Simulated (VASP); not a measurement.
Set up this calculation in VASP 6.6.1, as the native input.

| Property | Result |
| --- | --- |
| Task | single point |
| Functional | PBE |
| Potentials or basis | VASP PAW PBE potentials, release 64 (Al, Si, Pd) |
| Cutoff | 520 eV |
| k mesh | 8 × 8 × 8 |
| Occupations | gaussian, width 0.1 eV |
| Spin | no spin polarisation |
| Dipole correction | no |
| k mesh for the DOS | 12 × 12 × 12 |
| Occupations for the DOS | tetrahedron |
| Further INCAR settings | ALGO = Fast; EDIFF = 1e-07 |

Al3SiPd2:

```
Al Si Pd
1.0
     4.92314    0.00000    0.00000
     0.00000    4.92314    0.00000
     0.00000    0.00000    5.17080
Al Si Pd
3 1 2
Direct
  0.00000 0.50000 0.50000
  0.50000 0.00000 0.50000
  0.00000 0.00000 0.00000
  0.00000 0.00000 0.50000
  0.50000 0.50000 0.50000
  0.50000 0.50000 0.00000
```

These files were run (other wordings do the same):

POSCAR

```
Al3SiPd2
1.0
    4.9231388071      0.0000000000      0.0000000000
    0.0000000000      4.9231388071      0.0000000000
    0.0000000000      0.0000000000      5.1707983109
Al Si Pd
3 1 2
Direct
    0.0000000000      0.5000000000      0.5000000000
    0.5000000000      0.0000000000      0.5000000000
    0.0000000000      0.0000000000      0.0000000000
    0.0000000000      0.0000000000      0.5000000000
    0.5000000000      0.5000000000      0.5000000000
    0.5000000000      0.5000000000      0.0000000000
```

INCAR.step1

```
PREC = Accurate ; ENCUT = 520
EDIFF = 1E-7 ; ISMEAR = 0
SIGMA = 0.1 ; LREAL = F
LASPH = T ; NELM = 60
ALGO = Fast ; ISIF = 2
LWAVE = F ; LCHARG = T
LMAXMIX = 4 ; GGA = PE
NBANDS = 26
```

KPOINTS.step1

```
Automatic mesh
0
Gamma
  8 8 8
```

INCAR.step2

```
PREC = Accurate ; ENCUT = 520
EDIFF = 1E-7 ; ISMEAR = -5
SIGMA = 0.1 ; LREAL = F
LASPH = T ; NELM = 60
ALGO = Fast ; ISIF = 2
LWAVE = F ; LCHARG = F
LMAXMIX = 4 ; GGA = PE
LORBIT = 11 ; NEDOS = 1001
ICHARG = 11
```

KPOINTS.step2

```
Automatic mesh
0
Gamma
  12 12 12
```

Potentials or basis: VASP PAW PBE potentials, release 64 (Al, Si, Pd).

The run is started by

```bash
$ cat potpaw_PBE.64/Al/POTCAR potpaw_PBE.64/Si/POTCAR potpaw_PBE.64/Pd/POTCAR > POTCAR
$ cp INCAR.step1 INCAR
$ cp KPOINTS.step1 KPOINTS
$ mpirun -np 1 vasp_std > vasp.out
$ cp INCAR.step2 INCAR
$ cp KPOINTS.step2 KPOINTS
$ mpirun -np 1 vasp_std > vasp.out
```

It gave:

```yaml
Valence_electrons_inside_the_program's_atomic_spheres: Al 0.77, 0.72 (each value once); Si 1.71; Pd 9.72, 9.18
```

Run time: 15 min on 1 thread of AMD EPYC 7R43 64-Core Processor (Zen 3) (shared host), peak memory 0.56 GiB.
